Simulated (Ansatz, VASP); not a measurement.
Two plane-wave programs on Mo3Ru

File INCAR:

```
  PREC = Accurate
  ENCUT = 520
  EDIFF = 1E-6
  ISMEAR = 0
  SIGMA = 0.1
  LREAL = F
  LASPH = T
  NELM = 150
  ALGO = Normal
  ISIF = 2
  LWAVE = F
  LCHARG = F
  ISPIN = 2
  MAGMOM = 1 1 1 1
  LORBIT = 11
  LMAXMIX = 4
  GGA = PE
  NBANDS = 40
```

Contents of KPOINTS:

```
regular mesh
0
Gamma
  6 6 6
```

Contents of POSCAR:

```
Mo3Ru
1.0
    0.0000000000      3.1334805772      3.1334805772
    3.1334805772      0.0000000000      3.1334805772
    3.1334805772      3.1334805772      0.0000000000
Mo Ru
3 1
Direct
    0.7500000000      0.7500000000      0.7500000000
    0.2500000000      0.2500000000      0.2500000000
    0.0000000000      0.0000000000      0.0000000000
    0.5000000000      0.5000000000      0.5000000000
```

Input for Ansatz:

```yaml
crystal:
  lattice:
    - [0.0, 3.1334805772, 3.1334805772]
    - [3.1334805772, 0.0, 3.1334805772]
    - [3.1334805772, 3.1334805772, 0.0]
  atoms:
    - { symbol: Mo, position: [0.75, 0.75, 0.75], spin: 1.0 }
    - { symbol: Mo, position: [0.25, 0.25, 0.25], spin: 1.0 }
    - { symbol: Mo, position: [0.0, 0.0, 0.0], spin: 1.0 }
    - { symbol: Ru, position: [0.5, 0.5, 0.5], spin: 1.0 }
basis:
  ecutwfc: 420
kpoints:
  mp_grid: { grid: [6, 6, 6] }
hamiltonian:
  xc: pbe
scf:
  occupations: { method: gaussian, width: 0.1 }
  lower_state_search: "off"
output:
  forces: true
  stress: true
  eigenvalues: true
  populations: true
magnetization:
  spin_polarized: true
```

Alike in both runs: task single point; functional PBE; k mesh 6 × 6 × 6; occupations gaussian, width 0.1 eV; collinear spin.

|  | VASP | Ansatz |
| --- | --- | --- |
| version | VASP 6.6.1 | Ansatz 0.2.0 |
| potentials or method | VASP PAW PBE potentials, release 64 (Mo_sv, Ru_pv), cutoff 520 eV | scalar-relativistic, plane waves, PAW |
| valence electrons in the cell | 56 | 58 |

```csv
,VASP,Ansatz,Ansatz less VASP
gap on the k mesh at the Fermi level (eV),none,none,-
pressure (GPa),0.3,0.0,-0.32
net moment per atom (μB),0.00,0.00,0.000
```

A gap of «none» marks a metal or a gap that the smearing closes. VASP's potentials hold 56 valence electrons a cell and Ansatz's 58, so a difference there can come from the potentials and not from the codes. Ansatz's warnings: seeded moment not kept.
